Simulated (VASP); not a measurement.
# Pt in VASP: relaxation of the atoms with LDA

Aim: the relaxation of the atoms of Pt with LDA.

Everything below comes from runs of VASP 6.6.1. Logs are shortened: lines on timing, memory, paths and dates and some standing lists are left out, and cuts for length are marked.

## (1) The cell of the first run

The cell holds a slab with vacuum, 7 atoms: a = 2.753 Å, b = 2.753 Å, c = 26.681 Å, α = 90.00°, β = 90.00°, γ = 90.00°.

## (2) Relaxation of the atoms, LDA

INCAR reads:

```
SYSTEM = Pt
PREC = Accurate
ENCUT = 450
EDIFF = 1E-7
ISMEAR = 0
SIGMA = 0.1
LREAL = .False.
LASPH = .True.
NELM = 120
ALGO = Normal
ISIF = 2
LWAVE = .False.
LCHARG = .False.
LDIPOL = .True.
IDIPOL = 3
DIPOL = 0.5 0.5 0.500
IBRION = 2
NSW = 80
EDIFFG = -0.02
GGA_COMPAT = .False.
NELMIN = 4
NELMDL = -8
```

KPOINTS reads:

```
regular mesh
0
Gamma
  13 13 1
  0 0 0
```

POSCAR reads:

```
Pt
1.0
    2.7531922012      0.0000000000      0.0000000000
    0.0000000000      2.7531922012      0.0000000000
    0.0000000000      0.0000000000     26.6808052523
Pt
7
Direct
    0.5000000000      0.5000000000      0.2811009611
    0.0000000000      0.0000000000      0.3540673074
    0.5000000000      0.5000000000      0.4270336537
    0.0000000000      0.0000000000      0.5000000000
    0.5000000000      0.5000000000      0.5729663463
    0.0000000000      0.0000000000      0.6459326926
    0.5000000000      0.5000000000      0.7188990389
```

Potentials or basis: VASP PAW LDA potentials, release 64 (Pt).

Started as:

```bash
$ cat potpaw_LDA.64/Pt/POTCAR > POTCAR
$ mpirun -np 1 vasp_std > vasp.out
```

OUTCAR:

```text
SYSTEM = Pt
   PREC = Accurate
   ENCUT = 450
   EDIFF = 1E-7
   ISMEAR = 0
   LREAL = .False.
   LASPH = .True.
   NELM = 120
   ISIF = 2
   IBRION = 2
   NSW = 80
   EDIFFG = -0.02
   NELMIN = 4
   NELMDL = -8

 ion  position               nearest neighbor table
   1  0.500  0.500  0.281-   2 2.75   2 2.75   2 2.75   2 2.75
   2  0.000  0.000  0.354-   1 2.75   3 2.75   1 2.75   3 2.75   1 2.75   3 2.75   1 2.75   3 2.75

   3  0.500  0.500  0.427-   2 2.75   4 2.75   2 2.75   4 2.75   2 2.75   4 2.75   2 2.75   4 2.75

   4  0.000  0.000  0.500-   3 2.75   5 2.75   3 2.75   5 2.75   3 2.75   5 2.75   3 2.75   5 2.75

   5  0.500  0.500  0.573-   4 2.75   6 2.75   4 2.75   6 2.75   4 2.75   6 2.75   4 2.75   6 2.75

   6  0.000  0.000  0.646-   5 2.75   7 2.75   5 2.75   7 2.75   5 2.75   7 2.75   5 2.75   7 2.75

   7  0.500  0.500  0.719-   6 2.75   6 2.75   6 2.75   6 2.75

  LATTYP: Found a simple tetragonal cell.
 ALAT       =     2.7531922012
 C/A-ratio  =     9.6908618442

  Lattice vectors:

 A1 = (   2.7531922012,   0.0000000000,   0.0000000000)
 A2 = (   0.0000000000,   2.7531922012,   0.0000000000)
 A3 = (   0.0000000000,   0.0000000000,  26.6808052523)

Analysis of symmetry for initial positions (statically):
=====================================================================
 Subroutine PRICEL returns:
 Original cell was already a primitive cell.

 Routine SETGRP: Setting up the symmetry group for a
 simple tetragonal supercell.

 Subroutine GETGRP returns: Found 16 space group operations
 (whereof 16 operations were pure point group operations)
 out of a pool of 16 trial point group operations.

The static configuration has the point symmetry D_4h.

Analysis of symmetry for dynamics (positions and initial velocities):
=====================================================================
 Subroutine PRICEL returns:
 Original cell was already a primitive cell.

 Routine SETGRP: Setting up the symmetry group for a
 simple tetragonal supercell.

 Subroutine GETGRP returns: Found 16 space group operations
 (whereof 16 operations were pure point group operations)
 out of a pool of 16 trial point group operations.

The dynamic configuration has the point symmetry D_4h.

 Subroutine INISYM returns: Found 16 space group operations
 (whereof 16 operations are pure point group operations),
 and found     1 'primitive' translations

----------------------------------------------------------------------------------------

                                     Primitive cell

  volume of cell :     202.2423

  direct lattice vectors                    reciprocal lattice vectors
     2.753192201  0.000000000  0.000000000     0.363214744  0.000000000  0.000000000
     0.000000000  2.753192201  0.000000000     0.000000000  0.363214744  0.000000000
     0.000000000  0.000000000 26.680805252     0.000000000  0.000000000  0.037480128

  length of vectors
     2.753192201  2.753192201 26.680805252     0.363214744  0.363214744  0.037480128

  position of ions in fractional coordinates (direct lattice)
     0.500000000  0.500000000  0.281100961
     0.000000000  0.000000000  0.354067307
     0.500000000  0.500000000  0.427033654
     0.000000000  0.000000000  0.500000000
     0.500000000  0.500000000  0.572966346
     0.000000000  0.000000000  0.645932693
     0.500000000  0.500000000  0.718899039

  ion indices of the primitive-cell ions
   primitive index   ion index
                 1           1
                 2           2
                 3           3
                 4           4
                 5           5
                 6           6
                 7           7

----------------------------------------------------------------------------------------

 KPOINTS: regular mesh

Automatic generation of k-mesh.
 Grid dimensions read from file:
 generate k-points for:   13   13    1

 Generating k-lattice:

  Cartesian coordinates                     Fractional coordinates (reciprocal lattice)
     0.027939596  0.000000000  0.000000000     0.076923077  0.000000000  0.000000000
     0.000000000  0.027939596  0.000000000     0.000000000  0.076923077  0.000000000
     0.000000000  0.000000000  0.037480128     0.000000000  0.000000000  1.000000000

  Length of vectors
     0.027939596  0.027939596  0.037480128

  Shift w.r.t. Gamma in fractional coordinates (k-lattice)
     0.000000000  0.000000000  0.000000000

 Subroutine IBZKPT returns following result:
 ===========================================

 Found     28 irreducible k-points:

 Following reciprocal coordinates:
            Coordinates               Weight
  0.000000  0.000000  0.000000      1.000000
  0.076923  0.000000  0.000000      4.000000
  0.153846  0.000000  0.000000      4.000000
  0.230769  0.000000  0.000000      4.000000
  0.307692  0.000000  0.000000      4.000000
  0.384615  0.000000  0.000000      4.000000
[... 16 lines left out ...]
  0.307692  0.307692  0.000000      4.000000
  0.384615  0.307692  0.000000      8.000000
 [... further k-points ...]
   k-points           NKPTS =     28   k-points in BZ     NKDIM =     28   number of bands    NBANDS=     42
   number of dos      NEDOS =    301   number of ions     NIONS =      7
   total plane-waves  NPLWV =  76800
   dimension x,y,z NGX =    20 NGY =   20 NGZ =  192
   dimension x,y,z NGXF=    40 NGYF=   40 NGZF=  384
   ions per type =               7
   NGX,Y,Z   is equivalent  to a cutoff of  12.08, 12.08, 11.96 a.u.
   NGXF,Y,Z  is equivalent  to a cutoff of  24.15, 24.15, 23.93 a.u.
 SYSTEM =  Pt
   PREC   = accura    normal or accurate (medium, high low for compatibility)
   ISTART =      0    job   : 0-new  1-cont  2-samecut
   ICHARG =      2    charge: 1-file 2-atom 10-const
   ISPIN  =      1    spin polarized calculation?
   LNONCOLLINEAR =      F non collinear calculations
   LSORBIT =      F    spin-orbit coupling
   LASPH  =      T    aspherical Exc in radial PAW
   ENCUT  =  450.0 eV  33.07 Ry    5.75 a.u.   4.76  4.76 46.15*2*pi/ulx,y,z
   NELM   =    120;   NELMIN=  4; NELMDL= -8     # of ELM steps
   EDIFF  = 0.1E-06   stopping-criterion for ELM
   LREAL  =      F    real-space projection
   EDIFFG = -.2E-01   stopping-criterion for IOM
   NSW    =     80    number of steps for IOM
   IBRION =      2    ionic relax: 0-MD 1-quasi-New 2-CG
   NFREE  =      1    steps in history (QN), initial steepest desc. (CG)
   ISIF   =      2    stress and relaxation
   ISYM   =      2    0-nonsym 1-usesym 2-fastsym
   POTIM  = 0.5000    time-step for ionic-motion
   TEBEG  =    0.0;   TEEND  =   0.0 temperature during run
   PSTRESS=    0.0 pullay stress
   NELECT =      70.0000    total number of electrons
   NUPDOWN=      -1.0000    fix difference up-down
   EMIN   =  10.00;   EMAX   =-10.00  energy-range for DOS
   EFERMI =   0.00;   METHOD = LEGACY
   ISMEAR =     0;   SIGMA  =   0.10  broadening in eV -4-tet -1-fermi 0-gaus
   EFERMI_NEDOS =   21; number of points for ismear=-14 and -15
   IALGO  =     38    algorithm
   IMIX   =      4    mixing-type and parameters
     AMIX     =   0.40;   BMIX     =  1.00
     AMIX_MAG =   1.60;   BMIX_MAG =  1.00
  volume/ion in A,a.u.               =      28.89       194.97
  Fermi-wavevector in a.u.,A,eV,Ry     =   1.149433  2.172113 17.975954  1.321195
  Thomas-Fermi vector in A             =   2.286102
   LORBIT       =      0    0 simple, 1 ext, 2 COOP (PROOUT), +10 PAW based schemes
   GGA     = CA    functional components
   LHFCALC =     F    Hartree Fock is set to
   AEXX    =    0.0000 exact exchange contribution
   IVDW    =     0    specifies the selected vdW correction
   LEPSILON=     F    determine dielectric tensor
   LRPA    =     F    only Hartree local field effects (RPA)
 conjugate gradient relaxation of ions
 non-spin polarized calculation
 Gauss-broadening in eV      SIGMA  =   0.10
  energy-cutoff  :      450.00
  volume of cell :      202.24
 maximum number of plane-waves:      4409
 NGX is ok and might be reduce to    20
   NGX =  9   NGY =  9   NGZ = 93

--------------------------------------- Ionic step        1  -------------------------------------------

 number of electron      70.0000001 magnetization

 Free energy of the ion-electron system (eV)
  ---------------------------------------------------
  ext. energy  EPLUGINS =         0.00000000
  ---------------------------------------------------
  free energy    TOTEN  =       -50.23621394 eV

  energy without entropy =      -50.16504289  energy(sigma->0) =      -50.20062842

------------------------ aborting loop because EDIFF is reached ----------------------------------------

  FORCE on cell =-STRESS in cart. coord.  units (eV):
  Direction    XX          YY          ZZ          XY          YZ          ZX
  --------------------------------------------------------------------------------------
  -------------------------------------------------------------------------------------
  Total       -4.7313175     -4.7313175     -1.4484210      0.0000000     -0.0000000      0.0000000
  in kB      -37.4818205    -37.4818205    -11.4744899      0.0000000     -0.0000000      0.0000000
  external PRESSURE =     -28.8127103 kB  Pullay stress =       0.0000000 kB
[... 309 lines left out ...]
  FREE ENERGIE OF THE ION-ELECTRON SYSTEM (eV)
  ---------------------------------------------------
  free  energy   TOTEN  =       -50.2558521568 eV

  energy  without entropy=      -50.1851543289  energy(sigma->0) =      -50.22050324

 dipolmoment           0.000000      0.000000     -0.000000 electrons x Angstroem

--------------------------------------- Ionic step        9  -------------------------------------------

 number of electron      69.9999998 magnetization

 dipolmoment           0.000000      0.000000      0.000000 electrons x Angstroem

 Free energy of the ion-electron system (eV)
  ---------------------------------------------------
  ext. energy  EPLUGINS =         0.00000000
  ---------------------------------------------------
  free energy    TOTEN  =       -50.25594058 eV

  energy without entropy =      -50.18534819  energy(sigma->0) =      -50.22064438

 E-fermi :   2.9278     XC(G=0):  -7.7952

 val. band max:        2.9277757342   @ k =   0.3846   0.0000   0.0000
 cond. band min:       2.9378168493   @ k =   0.0769   0.0769   0.0000
 fundamental gap:      0.0100411151
 Fermi energy:         2.9278318278

 k-point     1 :       0.0000    0.0000    0.0000
  band No.  band energies     occupation
      1      -7.3254      2.00000
      2      -6.6086      2.00000
      3      -5.5148      2.00000
      4      -4.4627      2.00000
      5      -4.3260      2.00000
      6      -3.8698      2.00000
[... 1069 lines left out ...]
     41       8.3896      0.00000
     42       8.3936      0.00000

 [... further k-points ...]

------------------------ aborting loop because EDIFF is reached ----------------------------------------

 vacuum level on the upper side and lower side of the slab       (xc-potential included)        -0.096        -0.096

  FORCE on cell =-STRESS in cart. coord.  units (eV):
  Direction    XX          YY          ZZ          XY          YZ          ZX
  --------------------------------------------------------------------------------------
  -------------------------------------------------------------------------------------
  Total       -3.5841715     -3.5841715      0.0219100      0.0000000      0.0000000      0.0000000
  in kB      -28.3940521    -28.3940521      0.1735724      0.0000000      0.0000000      0.0000000
  external PRESSURE =     -18.8715106 kB  Pullay stress =       0.0000000 kB

 VOLUME and BASIS-vectors are now :
 -----------------------------------------------------------------------------
  energy-cutoff  :      450.00
  volume of cell :      202.24
      direct lattice vectors                 reciprocal lattice vectors
     2.753192201  0.000000000  0.000000000     0.363214744  0.000000000  0.000000000
     0.000000000  2.753192201  0.000000000     0.000000000  0.363214744  0.000000000
     0.000000000  0.000000000 26.680805252     0.000000000  0.000000000  0.037480128
[... 13 lines left out ...]
  FREE ENERGIE OF THE ION-ELECTRON SYSTEM (eV)
  ---------------------------------------------------
  free  energy   TOTEN  =       -50.2559405757 eV

  energy  without entropy=      -50.1853481868  energy(sigma->0) =      -50.22064438

 reached required accuracy - stopping structural energy minimisation

 vacuum level on the upper side and lower side of the slab         8.868         8.868
```

Wall time 29 min (1 thread of Oxide Virtual Turin-like, shared host); peak memory 0.26 GiB.

What came out:

* Free energy: -50.2559 eV
* Energy gained by relaxing: 2.8 meV/atom
* Ionic steps: 9
* Largest force after relaxing: 0.018 eV/Å
* Band gap on the k mesh: zero (bands 35 and 36 overlap by 1.45 eV)

Forces on the atoms (eV/Å):
```
Pt   0.000  0.000  0.011
Pt   0.000  0.000 -0.018
Pt   0.000  0.000 -0.004
Pt   0.000  0.000  0.000
Pt   0.000  0.000  0.004
Pt   0.000  0.000  0.018
Pt   0.000  0.000 -0.011
```

The path:
```csv
step,energy change (eV),largest force (eV/Å),pressure (GPa)
1,0.0000,0.3807,-2.88
2,-0.0162,0.1270,-2.50
3,-0.0168,0.1457,-2.41
4,-0.0188,0.0407,-2.29
5,-0.0189,0.0258,-2.25
6,-0.0191,0.0211,-2.22
7,-0.0194,0.0234,-2.13
8,-0.0196,0.0404,-1.94
9,-0.0197,0.0177,-1.89
```

Final structure:
```
Pt
1.0
     2.75319    0.00000    0.00000
     0.00000    2.75319    0.00000
     0.00000    0.00000   26.68081
Pt
7
Direct
  0.50000 0.50000 0.28280
  0.00000 0.00000 0.35393
  0.50000 0.50000 0.42690
  0.00000 0.00000 0.50000
  0.50000 0.50000 0.57310
  0.00000 0.00000 0.64607
  0.50000 0.50000 0.71720
```

Caveat: spin-orbit coupling is left out, which moves the levels of the heavy elements.
